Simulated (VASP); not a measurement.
# MnRhC6N6: single point with PBE

MnRhC6N6:

```
Mn Rh C N
1.0
     0.00000    5.10008    5.10008
     5.10008    0.00000    5.10008
     5.10008    5.10008    0.00000
Mn Rh C N
1 1 6 6
Cartesian
  5.1001 5.1001 5.1001
  0.0000 0.0000 0.0000
  2.0034 5.1001 5.1001
  5.1001 2.0034 5.1001
  5.1001 5.1001 2.0034
  8.1968 5.1001 5.1001
  5.1001 8.1968 5.1001
  5.1001 5.1001 8.1968
  3.1676 5.1001 5.1001
  5.1001 3.1676 5.1001
  5.1001 5.1001 3.1676
  7.0325 5.1001 5.1001
  5.1001 7.0325 5.1001
  5.1001 5.1001 7.0325
```

| Property | Result |
| --- | --- |
| Program | VASP 6.6.1 |
| Task | single point |
| Functional | PBE |
| Potentials or basis | VASP PAW PBE potentials, release 64 (Mn_pv, Rh_pv, C, N) |
| Cutoff | 520 eV |
| k mesh | 4 × 4 × 4 |
| Occupations | gaussian, width 0.1 eV |
| Spin | collinear spin, ferromagnetic start |
| Starting moments | [4.0, 1.0, 0.0, 0.0, 0.0, 0.0, 0.0, 0.0, 0.0, 0.0, 0.0, 0.0, 0.0, 0.0] μB |

```
Pressure                                              : 0.4 GPa
Largest force                                         : 0.398 eV/Å
Band gap on the k mesh                                : zero (filled and empty bands overlap)
Net moment                                            : 2.00 μB per cell
Site moments                                          : Mn +1.78; Rh +0.05; C +0.02; N -0.02 μB
Valence electrons inside the program's atomic spheres : Mn 11.79; Rh 14.09; C 2.59; N 3.91
```

Forces in eV/Å, atoms in the order of the input:
```
Mn   0.000  0.000  0.000
Rh   0.000  0.000  0.000
C   -0.398  0.000  0.000
C    0.000 -0.398  0.000
C    0.000  0.000 -0.398
C    0.398  0.000  0.000
C    0.000  0.398  0.000
C    0.000  0.000  0.398
N    0.380  0.000  0.000
N    0.000  0.380  0.000
N    0.000  0.000  0.380
N   -0.380  0.000  0.000
N    0.000 -0.380  0.000
N    0.000  0.000 -0.380
```

Levels at points of the mesh, in eV from the Fermi level:
Spin up:
| k point | band 38 | band 39 | band 40 | band 41 | band 42 | band 43 | band 44 | band 45 | band 46 | band 47 |
| --- | --- | --- | --- | --- | --- | --- | --- | --- | --- | --- |
| (0.00, 0.00, 0.00) | -3.22 | -3.22 | -1.38 | -1.38 | -1.38 | 1.39 | 1.39 | 3.62 | 3.62 | 3.94 |
| (0.50, 0.00, 0.00) | -2.46 | -2.46 | -1.73 | -1.73 | -1.70 | 1.78 | 1.79 | 3.28 | 3.28 | 3.94 |
| (0.50, 0.50, 0.00) | -2.16 | -2.16 | -1.58 | -1.58 | -1.39 | 1.39 | 1.67 | 3.24 | 3.68 | 3.80 |
Spin down:
| k point | band 35 | band 36 | band 37 | band 38 | band 39 | band 40 | band 41 | band 42 | band 43 | band 44 |
| --- | --- | --- | --- | --- | --- | --- | --- | --- | --- | --- |
| (0.00, 0.00, 0.00) | -3.20 | -3.20 | -3.19 | -3.19 | -3.19 | 0.12 | 0.12 | 0.12 | 2.09 | 2.09 |
| (0.50, 0.00, 0.00) | -3.23 | -3.23 | -2.47 | -2.43 | -2.43 | -0.07 | -0.06 | -0.05 | 2.59 | 2.59 |
| (0.50, 0.50, 0.00) | -3.20 | -3.18 | -3.04 | -2.14 | -2.14 | 0.12 | 0.13 | 0.13 | 2.09 | 2.45 |

It took 7.2 min on 1 thread of Intel(R) Xeon(R) Platinum 8259CL CPU @ 2.50GHz (Skylake/Cascade Lake), with other jobs on the host, peak memory 0.62 GiB.

Caveat: a cell with one magnetic atom can't hold antiferromagnetic order, which such compounds often take. With open d or f shells a metallic result of PBE can be an artefact of self-interaction; +U or a hybrid may open a gap.
